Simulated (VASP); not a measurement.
# ZnS (P6_3mc) in VASP: a series of runs, part 2 of 3

VASP 6.6.1. Earlier steps stand in the parts before.

## (3) Electric field gradients, PBEsol (zz strain of +2 %)

Input file INCAR:

```
SYSTEM = ZnS
ALGO = Normal
EDIFF = 1E-8
ENCUT = 520
GGA = PS
ISIF = 2
ISMEAR = -1
LASPH = .True.
LCHARG = .False.
LEFG = .True.
LREAL = .False.
LWAVE = .False.
NBANDS = 26
NELM = 100
PREC = Accurate
SIGMA = 0.03
```

Input file KPOINTS:

```
k-points
0
Gamma
  8 8 5
  0 0 0
```

Input file POSCAR:

```
ZnS
1.0
    3.8109987816      0.0000000000      0.0000000000
   -1.9054993908      3.3004217586      0.0000000000
    0.0000000000      0.0000000000      6.3586800000
Zn S
2 2
Direct
    0.3333333333      0.6666666667      0.0000000000
    0.6666666667      0.3333333333      0.5000000000
    0.3333333333      0.6666666667      0.3850000000
    0.6666666667      0.3333333333      0.8850000000
```

Potentials or basis: VASP PAW PBE potentials, release 64 (Zn, S).

Run with:

```bash
cat potpaw_PBE.64/Zn/POTCAR potpaw_PBE.64/S/POTCAR > POTCAR
mpirun -np 1 vasp_std > vasp.out
```

OUTCAR:

```text
SYSTEM = ZnS
   EDIFF = 1E-8
   ENCUT = 520
   GGA = PS
   ISIF = 2
   ISMEAR = -1
   LASPH = .True.
   LREAL = .False.
   NELM = 100
   PREC = Accurate

 ion  position               nearest neighbor table
   1  0.333  0.667  0.000-   4 2.32   4 2.32   4 2.32   3 2.45
   2  0.667  0.333  0.500-   3 2.32   3 2.32   3 2.32   4 2.45
   3  0.333  0.667  0.385-   2 2.32   2 2.32   2 2.32   1 2.45
   4  0.667  0.333  0.885-   1 2.32   1 2.32   1 2.32   2 2.45

  LATTYP: Found a hexagonal cell.
 ALAT       =     3.8109987816
 C/A-ratio  =     1.6685074870

  Lattice vectors:

 A1 = (   3.8109987816,   0.0000000000,   0.0000000000)
 A2 = (  -1.9054993908,   3.3004217586,   0.0000000000)
 A3 = (   0.0000000000,   0.0000000000,   6.3586800000)

Analysis of symmetry for initial positions (statically):
=====================================================================
 Subroutine PRICEL returns:
 Original cell was already a primitive cell.

 Routine SETGRP: Setting up the symmetry group for a
 hexagonal supercell.

 Subroutine GETGRP returns: Found 12 space group operations
 (whereof  6 operations were pure point group operations)
 out of a pool of 24 trial point group operations.

The static configuration has the point symmetry C_3v.
 The point group associated with its full space group is C_6v.

Analysis of symmetry for dynamics (positions and initial velocities):
=====================================================================
 Subroutine PRICEL returns:
 Original cell was already a primitive cell.

 Routine SETGRP: Setting up the symmetry group for a
 hexagonal supercell.

 Subroutine GETGRP returns: Found 12 space group operations
[... 169 lines left out ...]
      6      -4.3959      2.00000
[... 685 lines left out ...]
     25      10.7787      0.00000
     26      11.2169      0.00000

 [... further k-points ...]
[... 5 lines left out ...]
  --------------------------------------------------------------------------------------
  -------------------------------------------------------------------------------------
  Total       -0.5048342     -0.5048342     -2.3987827      0.0000000      0.0000000      0.0000000
  in kB      -10.1130956    -10.1130956    -48.0536386      0.0000000      0.0000000      0.0000000
  external PRESSURE =     -22.7599433 kB  Pullay stress =       0.0000000 kB

 VOLUME and BASIS-vectors are now :
 -----------------------------------------------------------------------------
  energy-cutoff  :      520.00
  volume of cell :       79.98
      direct lattice vectors                 reciprocal lattice vectors
     3.810998782  0.000000000  0.000000000     0.262398405  0.151495789  0.000000000
    -1.905499391  3.300421759  0.000000000     0.000000000  0.302991579  0.000000000
     0.000000000  0.000000000  6.358680000     0.000000000  0.000000000  0.157265344

 POSITION                                       TOTAL-FORCE (eV/Angst)
 -----------------------------------------------------------------------------------
     -0.00000      2.20028      0.00000        -0.000000      0.000000      0.353904
      1.90550      1.10014      3.17934         0.000000     -0.000000      0.353904
     -0.00000      2.20028      2.44809         0.000000     -0.000000     -0.353904
      1.90550      1.10014      5.62743         0.000000     -0.000000     -0.353904
 -----------------------------------------------------------------------------------
    total drift:                               -0.000000     -0.000000     -0.000174

  FREE ENERGIE OF THE ION-ELECTRON SYSTEM (eV)
  ---------------------------------------------------
  free  energy   TOTEN  =       -15.1067128907 eV

  energy  without entropy=      -15.1067128907  energy(sigma->0) =      -15.10671289

 Electric field gradients (V/A^2)
---------------------------------------------------------------------
 ion       V_xx      V_yy      V_zz      V_xy      V_xz      V_yz
---------------------------------------------------------------------
   1     -13.503   -13.496    26.999     0.006    -0.000     0.000
   2     -13.503   -13.496    26.999     0.006     0.000    -0.000
   3       1.231     1.231    -2.462    -0.000    -0.000     0.000
   4       1.231     1.231    -2.462    -0.000     0.000    -0.000
---------------------------------------------------------------------

 Electric field gradients after diagonalization (V/A^2)
 (convention: |V_zz| > |V_xx| > |V_yy|)
----------------------------------------------------------------------
 ion       V_xx      V_yy      V_zz     asymmetry (V_yy - V_xx)/ V_zz
----------------------------------------------------------------------
   1     -13.506   -13.493    26.999       0.000
   2     -13.506   -13.493    26.999       0.000
   3       1.231     1.231    -2.462       0.000
   4       1.231     1.231    -2.462       0.000
----------------------------------------------------------------------

           NMR quadrupolar parameters

 Cq : quadrupolar parameter    Cq=e*Q*V_zz/h
 eta: asymmetry parameters     (V_yy - V_xx)/ V_zz
 Q  : nuclear electric quadrupole moment in mb (millibarn)
----------------------------------------------------------------------
 ion       Cq(MHz)       eta       Q (mb)
----------------------------------------------------------------------
   1       0.065       0.000       1.000
   2       0.065       0.000       1.000
   3      -0.006       0.000       1.000
   4      -0.006       0.000       1.000
----------------------------------------------------------------------
```

OSZICAR:

```text
N       E                     dE             d eps       ncg     rms          rms(c)
DAV:   1     0.240539717676E+03    0.24054E+03   -0.16980E+04  1560   0.166E+03
DAV:   2     0.850845278804E+01   -0.23203E+03   -0.22237E+03  1616   0.347E+02
DAV:   3    -0.153170442078E+02   -0.23825E+02   -0.23581E+02  1848   0.110E+02
DAV:   4    -0.159131156551E+02   -0.59607E+00   -0.59456E+00  1814   0.176E+01
DAV:   5    -0.159217587790E+02   -0.86431E-02   -0.86414E-02  1894   0.211E+00    0.931E+00
DAV:   6    -0.151186478353E+02    0.80311E+00   -0.17790E+00  2150   0.397E+01    0.717E+00
DAV:   7    -0.151155884414E+02    0.30594E-02   -0.11298E+00  1678   0.654E+00    0.319E+00
DAV:   8    -0.151067885405E+02    0.87999E-02   -0.28969E-02  2008   0.174E+00    0.813E-01
DAV:   9    -0.151064867554E+02    0.30179E-03   -0.84711E-03  2112   0.143E+00    0.206E-01
DAV:  10    -0.151065921971E+02   -0.10544E-03   -0.53465E-04  1894   0.298E-01    0.103E-01
DAV:  11    -0.151067129550E+02   -0.12076E-03   -0.19208E-04  1630   0.904E-02    0.432E-02
DAV:  12    -0.151067107759E+02    0.21791E-05   -0.73862E-06  2020   0.594E-02    0.988E-03
DAV:  13    -0.151067130009E+02   -0.22251E-05   -0.46583E-06  1632   0.106E-02    0.275E-03
DAV:  14    -0.151067128687E+02    0.13220E-06   -0.55867E-07  2322   0.133E-02    0.178E-03
DAV:  15    -0.151067128872E+02   -0.18478E-07   -0.15244E-07  1656   0.263E-03    0.112E-03
DAV:  16    -0.151067128907E+02   -0.34970E-08   -0.79585E-09  1334   0.165E-03
   1 F= -.15106713E+02 E0= -.15106713E+02  d E =-.896311E-11
```

stdout:

```text
POSCAR found type information on POSCAR ZnS
 POSCAR found :  2 types and       4 ions
 scaLAPACK will be used
 -----------------------------------------------------------------------------
|                                                                             |
|                                                                             |
|     You enforced a specific xc type in the INCAR file but a different       |
|     I HOPE YOU KNOW WHAT YOU ARE DOING!                                     |
|                                                                             |
 -----------------------------------------------------------------------------

 LDA part: xc-table for (Slater+PW92), standard interpolation
 POSCAR, INCAR and KPOINTS ok, starting setup
 FFT: planning ... GRIDC
 FFT: planning ... GRID_SOFT
 FFT: planning ... GRID
 WAVECAR not read
 entering main loop
ion   1

ion   2

ion   3

ion   4
```

It took 88 s on 1 thread of Intel Xeon 8259CL, shared host; peak memory 0.21 GiB.

Results:

```yaml
Free_energy: -15.1067 eV
Pressure: -2.3 GPa
Largest_force: 0.354 eV/Å
Band_gap_on_the_k_mesh: 2.01 eV
Largest_electric_field_gradient_by_atom: Zn +27.0; S -2.5 V/Å²
```

Forces in eV/Å, atoms in the order of the input:
```
Zn   0.000  0.000  0.354
Zn   0.000  0.000  0.354
S    0.000  0.000 -0.354
S    0.000  0.000 -0.354
```

Electric field gradients, principal values (V/Å²):
```tsv
atom	least	middle	greatest (by size)
1 Zn	-13.493	-13.506	26.999
2 Zn	-13.493	-13.506	26.999
3 S	1.231	1.231	-2.462
4 S	1.231	1.231	-2.462
```

Caveat: the cell differs from its parent crystal (zz strain of +2 %); without QUAD_EFG the Cq values of the log hold for a quadrupole moment of 1 mb, not for the nuclei; the PAW data sets were made with another functional, which shifts forces and pressure a little.

## (4) Electric field gradients, PBEsol (zz strain of +2 %)

Input file INCAR:

```
PREC = Accurate ; ENCUT = 520
EDIFF = 1E-8 ; ISMEAR = -1
SIGMA = 0.03 ; LREAL = F
LASPH = T ; NELM = 60
ALGO = Normal ; ISIF = 2
LWAVE = F ; LCHARG = F
GGA = PS ; LEFG = T
NBANDS = 26
```

Input file KPOINTS:

```
Automatic mesh
0
Gamma
  8 8 5
```

POSCAR is that of step 3.

Potentials or basis: VASP PAW PBE potentials, release 64 (Zn, S).

Run with:

```bash
cat potpaw_PBE.64/Zn/POTCAR potpaw_PBE.64/S/POTCAR > POTCAR
mpirun -np 1 vasp_std > vasp.out
```

OUTCAR:

```text
PREC = Accurate
   ENCUT = 520
   EDIFF = 1E-8
   ISMEAR = -1
   LREAL = F
   LASPH = T
   NELM = 60
   ISIF = 2
   GGA = PS

 ion  position               nearest neighbor table
   1  0.333  0.667  0.000-   4 2.32   4 2.32   4 2.32   3 2.45
   2  0.667  0.333  0.500-   3 2.32   3 2.32   3 2.32   4 2.45
   3  0.333  0.667  0.385-   2 2.32   2 2.32   2 2.32   1 2.45
   4  0.667  0.333  0.885-   1 2.32   1 2.32   1 2.32   2 2.45

  LATTYP: Found a hexagonal cell.
 ALAT       =     3.8109987816
 C/A-ratio  =     1.6685074870

  Lattice vectors:

 A1 = (   3.8109987816,   0.0000000000,   0.0000000000)
 A2 = (  -1.9054993908,   3.3004217586,   0.0000000000)
 A3 = (   0.0000000000,   0.0000000000,   6.3586800000)

Analysis of symmetry for initial positions (statically):
=====================================================================
 Subroutine PRICEL returns:
 Original cell was already a primitive cell.

 Routine SETGRP: Setting up the symmetry group for a
 hexagonal supercell.

 Subroutine GETGRP returns: Found 12 space group operations
 (whereof  6 operations were pure point group operations)
 out of a pool of 24 trial point group operations.

The static configuration has the point symmetry C_3v.
 The point group associated with its full space group is C_6v.

Analysis of symmetry for dynamics (positions and initial velocities):
=====================================================================
 Subroutine PRICEL returns:
 Original cell was already a primitive cell.

 Routine SETGRP: Setting up the symmetry group for a
 hexagonal supercell.

 Subroutine GETGRP returns: Found 12 space group operations
 (whereof  6 operations were pure point group operations)
 out of a pool of 24 trial point group operations.

The dynamic configuration has the point symmetry C_3v.
 The point group associated with its full space group is C_6v.

 Subroutine INISYM returns: Found 12 space group operations
 (whereof  6 operations are pure point group operations),
 and found     1 'primitive' translations

----------------------------------------------------------------------------------------

                                     Primitive cell

  volume of cell :      79.9789

  direct lattice vectors                    reciprocal lattice vectors
     3.810998782  0.000000000  0.000000000     0.262398405  0.151495789  0.000000000
    -1.905499391  3.300421759  0.000000000     0.000000000  0.302991579  0.000000000
     0.000000000  0.000000000  6.358680000     0.000000000  0.000000000  0.157265344

  length of vectors
     3.810998782  3.810998782  6.358680000     0.302991579  0.302991579  0.157265344

  position of ions in fractional coordinates (direct lattice)
     0.333333333  0.666666667  0.000000000
     0.666666667  0.333333333  0.500000000
     0.333333333  0.666666667  0.385000000
     0.666666667  0.333333333  0.885000000

  ion indices of the primitive-cell ions
   primitive index   ion index
                 1           1
                 2           2
                 3           3
[... 80 lines left out ...]
   ISYM   =      2    0-nonsym 1-usesym 2-fastsym
   POTIM  = 0.5000    time-step for ionic-motion
   TEBEG  =    0.0;   TEEND  =   0.0 temperature during run
   PSTRESS=    0.0 pullay stress
   NELECT =      36.0000    total number of electrons
   NUPDOWN=      -1.0000    fix difference up-down
   EMIN   =  10.00;   EMAX   =-10.00  energy-range for DOS
   EFERMI =   0.00;   METHOD = LEGACY
   ISMEAR =    -1;   SIGMA  =   0.03  broadening in eV -4-tet -1-fermi 0-gaus
   EFERMI_NEDOS =   21; number of points for ismear=-14 and -15
   IALGO  =     38    algorithm
   IMIX   =      4    mixing-type and parameters
     AMIX     =   0.40;   BMIX     =  1.00
     AMIX_MAG =   1.60;   BMIX_MAG =  1.00
  volume/ion in A,a.u.               =      19.99       134.93
  Fermi-wavevector in a.u.,A,eV,Ry     =   1.254635  2.370916 21.417039  1.574108
  Thomas-Fermi vector in A             =   2.388430
   LORBIT       =      0    0 simple, 1 ext, 2 COOP (PROOUT), +10 PAW based schemes
   GGA     = PS    functional components
   LHFCALC =     F    Hartree Fock is set to
   AEXX    =    0.0000 exact exchange contribution
   IVDW    =     0    specifies the selected vdW correction
   LEPSILON=     F    determine dielectric tensor
   LRPA    =     F    only Hartree local field effects (RPA)
 non-spin polarized calculation
  energy-cutoff  :      520.00
  volume of cell :       79.98
 maximum number of plane-waves:      2176
   NGX = 15   NGY = 15   NGZ = 23

 number of electron      36.0000008 magnetization

 Free energy of the ion-electron system (eV)
  ---------------------------------------------------
  ext. energy  EPLUGINS =         0.00000000
  ---------------------------------------------------
  free energy    TOTEN  =       -15.10671289 eV

  energy without entropy =      -15.10671289  energy(sigma->0) =      -15.10671289

 E-fermi :   2.5228     XC(G=0):  -9.7763

 val. band max:        1.8962927012   @ k =   0.0000   0.0000   0.0000
 cond. band min:       3.9033547712   @ k =   0.0000   0.0000   0.0000
 fundamental gap:      2.0070620700
 Fermi energy:         2.5228391051

 k-point     1 :       0.0000    0.0000    0.0000
  band No.  band energies     occupation
      1     -11.1917      2.00000
      2     -10.3341      2.00000
      3      -4.4535      2.00000
      4      -4.4535      2.00000
      5      -4.3959      2.00000
      6      -4.3959      2.00000
[... 685 lines left out ...]
     25      10.7787      0.00000
     26      11.2169      0.00000

 [... further k-points ...]
[... 5 lines left out ...]
  --------------------------------------------------------------------------------------
  -------------------------------------------------------------------------------------
  Total       -0.5048342     -0.5048342     -2.3987827      0.0000000      0.0000000      0.0000000
  in kB      -10.1130956    -10.1130956    -48.0536386      0.0000000      0.0000000      0.0000000
  external PRESSURE =     -22.7599433 kB  Pullay stress =       0.0000000 kB

 VOLUME and BASIS-vectors are now :
 -----------------------------------------------------------------------------
  energy-cutoff  :      520.00
  volume of cell :       79.98
      direct lattice vectors                 reciprocal lattice vectors
     3.810998782  0.000000000  0.000000000     0.262398405  0.151495789  0.000000000
    -1.905499391  3.300421759  0.000000000     0.000000000  0.302991579  0.000000000
     0.000000000  0.000000000  6.358680000     0.000000000  0.000000000  0.157265344

 POSITION                                       TOTAL-FORCE (eV/Angst)
 -----------------------------------------------------------------------------------
     -0.00000      2.20028      0.00000        -0.000000      0.000000      0.353904
      1.90550      1.10014      3.17934         0.000000     -0.000000      0.353904
     -0.00000      2.20028      2.44809         0.000000     -0.000000     -0.353904
      1.90550      1.10014      5.62743         0.000000     -0.000000     -0.353904
 -----------------------------------------------------------------------------------
    total drift:                               -0.000000     -0.000000     -0.000174

  FREE ENERGIE OF THE ION-ELECTRON SYSTEM (eV)
  ---------------------------------------------------
  free  energy   TOTEN  =       -15.1067128907 eV

  energy  without entropy=      -15.1067128907  energy(sigma->0) =      -15.10671289

 Electric field gradients (V/A^2)
---------------------------------------------------------------------
 ion       V_xx      V_yy      V_zz      V_xy      V_xz      V_yz
---------------------------------------------------------------------
   1     -13.503   -13.496    26.999     0.006    -0.000     0.000
   2     -13.503   -13.496    26.999     0.006     0.000    -0.000
   3       1.231     1.231    -2.462    -0.000    -0.000     0.000
   4       1.231     1.231    -2.462    -0.000     0.000    -0.000
---------------------------------------------------------------------

 Electric field gradients after diagonalization (V/A^2)
 (convention: |V_zz| > |V_xx| > |V_yy|)
----------------------------------------------------------------------
 ion       V_xx      V_yy      V_zz     asymmetry (V_yy - V_xx)/ V_zz
----------------------------------------------------------------------
   1     -13.506   -13.493    26.999       0.000
   2     -13.506   -13.493    26.999       0.000
   3       1.231     1.231    -2.462       0.000
   4       1.231     1.231    -2.462       0.000
----------------------------------------------------------------------

           NMR quadrupolar parameters

 Cq : quadrupolar parameter    Cq=e*Q*V_zz/h
 eta: asymmetry parameters     (V_yy - V_xx)/ V_zz
 Q  : nuclear electric quadrupole moment in mb (millibarn)
----------------------------------------------------------------------
 ion       Cq(MHz)       eta       Q (mb)
----------------------------------------------------------------------
   1       0.065       0.000       1.000
   2       0.065       0.000       1.000
   3      -0.006       0.000       1.000
   4      -0.006       0.000       1.000
----------------------------------------------------------------------
```

stdout:

```text
POSCAR found type information on POSCAR ZnS
 POSCAR found :  2 types and       4 ions
 scaLAPACK will be used
 -----------------------------------------------------------------------------
|                                                                             |
|                                                                             |
|     You enforced a specific xc type in the INCAR file but a different       |
|     I HOPE YOU KNOW WHAT YOU ARE DOING!                                     |
|                                                                             |
 -----------------------------------------------------------------------------

 LDA part: xc-table for (Slater+PW92), standard interpolation
 POSCAR, INCAR and KPOINTS ok, starting setup
 FFT: planning ... GRIDC
 FFT: planning ... GRID_SOFT
 FFT: planning ... GRID
 WAVECAR not read
 entering main loop
ion   1

ion   2

ion   3

ion   4
```

Run time: 78 s. Hardware: 1 thread of Intel Xeon 8259CL, shared host; peak memory 0.21 GiB.

Results:

```
Free energy                             : -15.1067 eV
Pressure                                : -2.3 GPa
Largest force                           : 0.354 eV/Å
Band gap on the k mesh                  : 2.01 eV
Largest electric field gradient by atom : Zn +27.0; S -2.5 V/Å²
```

Forces in eV/Å, atoms in the order of the input:
```
Zn   0.000  0.000  0.354
Zn   0.000  0.000  0.354
S    0.000  0.000 -0.354
S    0.000  0.000 -0.354
```

Electric field gradients, principal values (V/Å²):
```
atom    least   middle  greatest (by size)
1 Zn  -13.493  -13.506              26.999
2 Zn  -13.493  -13.506              26.999
 3 S    1.231    1.231              -2.462
 4 S    1.231    1.231              -2.462
```

Caveat: the cell differs from its parent crystal (zz strain of +2 %); without QUAD_EFG the Cq values of the log hold for a quadrupole moment of 1 mb, not for the nuclei; the PAW data sets were made with another functional, which shifts forces and pressure a little.

[end of part 2 of 3]
